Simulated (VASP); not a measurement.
Wanted: the native input for a VASP 6.6.1 run.

```
Task                   : single point
Functional             : PBE
Potentials or basis    : VASP PAW PBE potentials, release 64 (Ni, Al)
Cutoff                 : 520 eV
k mesh                 : 15 × 15 × 15
Occupations            : fermi-dirac, width 0.08 eV
Spin                   : no spin polarisation
Dipole correction      : no
Further INCAR settings : ALGO = Normal; EDIFF = 1e-06; NBANDS = 14
```

The structure of AlNi (CsCl type) lies in POSCAR:

```
AlNi
1.0
    2.7145562586      0.0000000000      0.0000000000
    0.0000000000      2.7145562586      0.0000000000
    0.0000000000      0.0000000000      2.7145562586
Ni Al
1 1
Direct
    0.0000000000      0.0000000000      0.0000000000
    0.5000000000      0.5000000000      0.5000000000
```

These files were run (other wordings do the same):

INCAR

```
  PREC = Accurate
  ENCUT = 520
  EDIFF = 1E-6
  ISMEAR = -1
  SIGMA = 0.08
  LREAL = False
  LASPH = True
  NELM = 100
  ALGO = Normal
  ISIF = 2
  LWAVE = False
  LCHARG = False
  GGA = PE
  NBANDS = 14
```

KPOINTS

```
Automatic mesh
0
Gamma
  15 15 15
```

Potentials or basis: VASP PAW PBE potentials, release 64 (Ni, Al).

The run is started by

```bash
$ cat potpaw_PBE.64/Ni/POTCAR potpaw_PBE.64/Al/POTCAR > POTCAR
$ mpirun -np 1 vasp_std > vasp.out
```

It gave:

The pressure is 45.9 GPa.

Run time: 21 s on 1 thread of Intel Xeon 6975P-C, on a shared host, peak memory 0.15 GiB.
